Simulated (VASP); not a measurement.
# Bi2Se3 (R-3m) in VASP: settings compared, part 2 of 2

VASP 6.6.1. Earlier steps stand in the parts before.

**4. Single point, PBE+D3(BJ)**

This run uses another cell than the first one, of 28.38 Å³/atom.

Input file INCAR:

```
SYSTEM = Bi2Se3
ALGO = Normal
EDIFF = 1E-7
ENCUT = 520
GGA = PE
ISIF = 2
ISMEAR = -1
IVDW = 12
LASPH = .TRUE.
LCHARG = .TRUE.
LELF = .TRUE.
LREAL = .FALSE.
LVHAR = .TRUE.
LWAVE = .FALSE.
NBANDS = 32
NELM = 80
PREC = Accurate
SIGMA = 0.05
```

Input file KPOINTS:

```
k-points
0
G
  8 8 8
  0 0 0
```

Input file POSCAR:

```
Bi2Se3
1.0
    2.0715000000      1.1959810826      9.5453333333
   -2.0715000000      1.1959810826      9.5453333333
    0.0000000000     -2.3919621653      9.5453333333
Bi Se
2 3
Direct
    0.5992000000      0.5992000000      0.5992000000
    0.4008000000      0.4008000000      0.4008000000
    0.7883000000      0.7883000000      0.7883000000
    0.2117000000      0.2117000000      0.2117000000
    0.0000000000      0.0000000000      0.0000000000
```

Potentials or basis: VASP PAW PBE potentials, release 64 (Bi_d, Se).

Launch:

```sh
cat potpaw_PBE.64/Bi_d/POTCAR potpaw_PBE.64/Se/POTCAR > POTCAR
mpirun -np 1 vasp_std > vasp.out
```

It took 29 min on 1 thread of Intel Xeon Platinum 8259CL at 2.50GHz (Skylake/Cascade Lake), shared host; peak memory 1 GiB.

It converged, with:

```yaml
Free_energy: -22.1572 eV
Pressure: 0.2 GPa
Largest_force: 0.176 eV/Å
Band_gap_on_the_k_mesh: 0.21 eV
Dispersion_energy_per_atom: -0.400 eV
```

Forces on the atoms (eV/Å):
```
Bi   0.000  0.000  0.176
Bi   0.000  0.000 -0.176
Se   0.000  0.000  0.175
Se   0.000  0.000 -0.175
Se   0.000  0.000  0.000
```

Levels at points of the mesh, in eV from the valence-band top:
```
           k point  band 22  band 23  band 24  band 25  band 26  band 27
(0.00, 0.00, 0.00)    -1.22    -1.22     0.00     0.21     1.39     1.39
(0.50, 0.00, 0.00)    -2.15    -1.24    -0.56     0.84     1.92     2.96
(0.50, 0.50, 0.00)    -1.89    -1.65    -1.01     1.34     1.95     2.59
(0.50, 0.50, 0.50)    -1.39    -1.39    -0.45     0.62     1.70     1.70
```

Caveat: three body term missing; spin-orbit coupling is left out, which moves the levels of the heavy elements. A k mesh can miss the band edges.

**5. Single point, PBE**

This run uses another cell than the first one, of 31.62 Å³/atom.

Input file INCAR:

```
  ALGO = Normal
  EDIFF = 1E-7
  ENCUT = 520
  GGA = PE
  ISIF = 2
  ISMEAR = -1
  LASPH = T
  LCHARG = F
  LREAL = F
  LWAVE = F
  NBANDS = 32
  NELM = 100
  PREC = Accurate
  SIGMA = 0.05
```

Input file KPOINTS:

```
k-points
0
Gamma
  8 8 8
```

Input file POSCAR:

```
Bi2Se3
1.0
    2.0953003100      1.2097221980     10.3965159443
   -2.0953003100      1.2097221980     10.3965159443
    0.0000000000     -2.4194443960     10.3965159443
Bi Se
2 3
Direct
    0.6041506876      0.6041506876      0.6041506876
    0.3958493124      0.3958493124      0.3958493124
    0.7792809236      0.7792809236      0.7792809236
    0.2207190764      0.2207190764      0.2207190764
    0.0000000000      0.0000000000      0.0000000000
```

Launch:

```sh
cat potpaw_PBE.64/Bi_d/POTCAR potpaw_PBE.64/Se/POTCAR > POTCAR
mpirun -np 1 vasp_std > vasp.out
```

Run time: 27 min. Hardware: 1 thread of Intel Xeon Platinum 8259CL at 2.50GHz (Skylake/Cascade Lake), shared host; peak memory 1 GiB.

Results (log left out):

| Item | Value |
| --- | --- |
| Free energy | -20.2368 eV |
| Pressure | 0.0 GPa |
| Largest force | 0.010 eV/Å |
| Band gap on the k mesh | 0.69 eV |

Forces in eV/Å, atoms in the order of the input:
```
Bi   0.000  0.000  0.007
Bi   0.000  0.000 -0.007
Se   0.000  0.000  0.010
Se   0.000  0.000 -0.010
Se   0.000  0.000  0.000
```

Levels at points of the mesh, in eV from the valence-band top:
```csv
k point,band 22,band 23,band 24,band 25,band 26,band 27
"(0.00, 0.00, 0.00)",-0.72,-0.72,0.00,0.69,1.97,1.97
"(0.50, 0.00, 0.00)",-1.24,-0.82,-0.42,1.42,2.61,3.17
"(0.50, 0.50, 0.00)",-1.07,-0.92,-0.75,1.72,2.52,2.83
"(0.50, 0.50, 0.50)",-0.77,-0.77,-0.25,0.83,2.06,2.06
```

Caveat: spin-orbit coupling is left out, which moves the levels of the heavy elements. A k mesh can miss the band edges.

**6. Single point, revPBE**

This run uses another cell than the first one, of 27.24 Å³/atom.

Input file INCAR:

```
PREC = Accurate ; ENCUT = 520
EDIFF = 1E-6 ; ISMEAR = -1
SIGMA = 0.05 ; LREAL = False
LASPH = True ; NELM = 80
ALGO = Normal ; ISIF = 2
LWAVE = False ; LCHARG = True
GGA = RE ; LELF = True
LVHAR = True ; NBANDS = 32
```

Input file KPOINTS:

```
Automatic mesh
0
Gamma
  8 8 8
```

Input file POSCAR:

```
Bi2Se3
1.0
    2.0435033248      1.1798171946      9.4163265280
   -2.0435033248      1.1798171946      9.4163265280
    0.0000000000     -2.3596343894      9.4163265280
Bi Se
2 3
Direct
    0.5992000000      0.5992000000      0.5992000000
    0.4008000000      0.4008000000      0.4008000000
    0.7883000000      0.7883000000      0.7883000000
    0.2117000000      0.2117000000      0.2117000000
    0.0000000000      0.0000000000      0.0000000000
```

Potentials or basis: VASP PAW PBE potentials, release 64 (Bi_d, Se).

Launch:

```sh
cat potpaw_PBE.64/Bi_d/POTCAR potpaw_PBE.64/Se/POTCAR > POTCAR
mpirun -np 1 vasp_std > vasp.out
```

OUTCAR:

```text
PREC = Accurate
   ENCUT = 520
   EDIFF = 1E-6
   ISMEAR = -1
   LREAL = False
   LASPH = True
   NELM = 80
   ISIF = 2
   GGA = RE

 ion  position               nearest neighbor table
   1  0.599  0.599  0.599-   4 2.81   4 2.81   4 2.81   5 3.03   5 3.03   5 3.03
   2  0.401  0.401  0.401-   3 2.81   3 2.81   3 2.81   5 3.03   5 3.03   5 3.03
   3  0.788  0.788  0.788-   2 2.81   2 2.81   2 2.81
   4  0.212  0.212  0.212-   1 2.81   1 2.81   1 2.81
   5  0.000  0.000  0.000-   1 3.03   2 3.03   1 3.03   1 3.03   2 3.03   2 3.03

  LATTYP: Found a trigonal (rhomboedric) cell.
 ALAT       =     9.7074754562
 COS(alpha) =     0.9113725833

  Lattice vectors:

 A1 = (   2.0435033248,   1.1798171946,   9.4163265280)
 A2 = (  -2.0435033248,   1.1798171946,   9.4163265280)
 A3 = (   0.0000000000,  -2.3596343894,   9.4163265280)

Analysis of symmetry for initial positions (statically):
=====================================================================
 Subroutine PRICEL returns:
 Original cell was already a primitive cell.

 Routine SETGRP: Setting up the symmetry group for a
 trigonal (rhombohedral) supercell.

 Subroutine GETGRP returns: Found 12 space group operations
 (whereof 12 operations were pure point group operations)
 out of a pool of 12 trial point group operations.

The static configuration has the point symmetry D_3d.

Analysis of symmetry for dynamics (positions and initial velocities):
=====================================================================
 Subroutine PRICEL returns:
 Original cell was already a primitive cell.

 Routine SETGRP: Setting up the symmetry group for a
 trigonal (rhombohedral) supercell.

 Subroutine GETGRP returns: Found 12 space group operations
 (whereof 12 operations were pure point group operations)
[... 123 lines left out ...]
   ISMEAR =    -1;   SIGMA  =   0.05  broadening in eV -4-tet -1-fermi 0-gaus
   EFERMI_NEDOS =   21; number of points for ismear=-14 and -15
   IALGO  =     38    algorithm
   IMIX   =      4    mixing-type and parameters
     AMIX     =   0.40;   BMIX     =  1.00
     AMIX_MAG =   1.60;   BMIX_MAG =  1.00
  volume/ion in A,a.u.               =      27.24       183.84
  Fermi-wavevector in a.u.,A,eV,Ry     =   1.156328  2.185143 18.192268  1.337094
  Thomas-Fermi vector in A             =   2.292949
   LORBIT       =      0    0 simple, 1 ext, 2 COOP (PROOUT), +10 PAW based schemes
   GGA     = RE    functional components
   LHFCALC =     F    Hartree Fock is set to
   AEXX    =    0.0000 exact exchange contribution
   IVDW    =     0    specifies the selected vdW correction
   LEPSILON=     F    determine dielectric tensor
   LRPA    =     F    only Hartree local field effects (RPA)
 non-spin polarized calculation
  energy-cutoff  :      520.00
  volume of cell :      136.21
 maximum number of plane-waves:      3714
   NGX = 37   NGY = 37   NGZ = 37

 number of electron      47.9999997 magnetization

 Free energy of the ion-electron system (eV)
  ---------------------------------------------------
  ext. energy  EPLUGINS =         0.00000000
  ---------------------------------------------------
  free energy    TOTEN  =       -18.39571582 eV

  energy without entropy =      -18.39552721  energy(sigma->0) =      -18.39562151

 E-fermi :   5.6862     XC(G=0):  -9.5836

 val. band max:        5.5693870097   @ k =   0.0000   0.0000   0.0000
 cond. band min:       5.8019513779   @ k =   0.0000   0.0000   0.0000
 fundamental gap:      0.2325643682
 Fermi energy:         5.6862209162

 k-point     1 :       0.0000    0.0000    0.0000
  band No.  band energies     occupation
      1     -17.6843      2.00000
      2     -17.6843      2.00000
      3     -17.6821      2.00000
      4     -17.6821      2.00000
      5     -17.6754      2.00000
      6     -17.6724      2.00000
[... 829 lines left out ...]
     31      10.1459      0.00000
     32      11.8604      0.00000

 [... further k-points ...]

------------------------ aborting loop because EDIFF is reached ----------------------------------------

  FORCE on cell =-STRESS in cart. coord.  units (eV):
  Direction    XX          YY          ZZ          XY          YZ          ZX
  --------------------------------------------------------------------------------------
  -------------------------------------------------------------------------------------
  Total        5.8265751      5.8265751      5.8628821      0.0000000     -0.0000000      0.0000000
  in kB       68.5332144     68.5332144     68.9602641      0.0000000     -0.0000000      0.0000000
  external PRESSURE =      68.6755643 kB  Pullay stress =       0.0000000 kB

 VOLUME and BASIS-vectors are now :
 -----------------------------------------------------------------------------
  energy-cutoff  :      520.00
  volume of cell :      136.21
      direct lattice vectors                 reciprocal lattice vectors
     2.043503325  1.179817195  9.416326528     0.244677850  0.141264823  0.035399509
    -2.043503325  1.179817195  9.416326528    -0.244677850  0.141264823  0.035399509
     0.000000000 -2.359634389  9.416326528     0.000000000 -0.282529645  0.035399509

 POSITION                                       TOTAL-FORCE (eV/Angst)
 -----------------------------------------------------------------------------------
      0.00000     -0.00000     16.92679         0.000000     -0.000000      0.301912
      0.00000     -0.00000     11.32219         0.000000      0.000000     -0.301912
      0.00000     -0.00000     22.26867         0.000000     -0.000000      0.511321
      0.00000     -0.00000      5.98031         0.000000      0.000000     -0.511321
      0.00000      0.00000      0.00000         0.000000     -0.000000      0.000000
 -----------------------------------------------------------------------------------
    total drift:                                0.000000      0.000000      0.000000

  FREE ENERGIE OF THE ION-ELECTRON SYSTEM (eV)
  ---------------------------------------------------
  free  energy   TOTEN  =       -18.3957158199 eV

  energy  without entropy=      -18.3955272062  energy(sigma->0) =      -18.39562151
```

Wall time 15 min (1 thread of Intel Xeon Platinum 8488C (Sapphire Rapids), shared host); peak memory 0.83 GiB.

What came out:

- Free energy: -18.3957 eV
- Pressure: 6.9 GPa
- Largest force: 0.511 eV/Å
- Band gap on the k mesh: 0.23 eV

Forces in eV/Å, atoms in the order of the input:
```
Bi   0.000  0.000  0.302
Bi   0.000  0.000 -0.302
Se   0.000  0.000  0.511
Se   0.000  0.000 -0.511
Se   0.000  0.000  0.000
```

Levels at points of the mesh, in eV from the valence-band top:
| k point | band 22 | band 23 | band 24 | band 25 | band 26 | band 27 |
| --- | --- | --- | --- | --- | --- | --- |
| (0.00, 0.00, 0.00) | -1.36 | -1.36 | 0.00 | 0.23 | 1.37 | 1.37 |
| (0.50, 0.00, 0.00) | -2.32 | -1.38 | -0.59 | 0.83 | 1.92 | 2.97 |
| (0.50, 0.50, 0.00) | -1.99 | -1.81 | -1.07 | 1.33 | 1.94 | 2.64 |
| (0.50, 0.50, 0.50) | -1.54 | -1.54 | -0.45 | 0.61 | 1.69 | 1.69 |

Caveat: the cell stands under pressure; the PAW data sets were made with another functional, which shifts forces and pressure a little; spin-orbit coupling is left out, which moves the levels of the heavy elements.

**7. Overview**

```tsv
task	level	potentials or basis	cell	k mesh	cutoff (eV)	smearing	dipole correction	tolerance level	purpose	passes	gap on the mesh (eV)	pressure (GPa)	largest force (eV/Å)
single point	PBEsol	VASP PAW PBE potentials, release 64 (Bi_d, Se)	a = 9.821 Å, angles 24.3°, 5 atoms, atomic positions A	8 × 8 × 8	520	fermi-dirac 0.05 eV	no	-	-	-	0.12	0.0	0.02
relaxation of cell and atoms	PBE	VASP PAW PBE potentials, release 64 (Bi_d_GW, Se_GW)	relaxed from a = 9.840 Å, angles 24.3°, 5 atoms, atomic positions B	6 × 6 × 6	500	gaussian 0.03 eV	-	tight	choice of potentials	2	0.60	0.0	-
single point	PBE+D3(BJ)	VASP PAW PBE potentials, release 64 (Bi_d, Se)	a = 9.840 Å, angles 24.3°, 5 atoms, atomic positions B	8 × 8 × 8	520	fermi-dirac 0.05 eV	no	-	-	-	0.21	0.2	0.18
single point	PBE	VASP PAW PBE potentials, release 64 (Bi_d, Se)	a = 10.674 Å, angles 22.6°, 5 atoms, atomic positions C	8 × 8 × 8	520	fermi-dirac 0.05 eV	no	-	-	-	0.69	0.0	0.01
single point	revPBE	VASP PAW PBE potentials, release 64 (Bi_d, Se)	a = 9.707 Å, angles 24.3°, 5 atoms, atomic positions B	8 × 8 × 8	520	fermi-dirac 0.05 eV	no	-	-	-	0.23	6.9	0.51
```

Alike in all rows: no spin polarisation.

Caveats: spin-orbit coupling is left out, which moves the levels of the heavy elements; the PAW data sets were made with another functional, which shifts forces and pressure a little (at least some runs); three body term missing (at least some runs); the cell stands under pressure (at least some runs).

Total energies depend on the potentials used, so only differences within one code and one set of settings carry meaning.
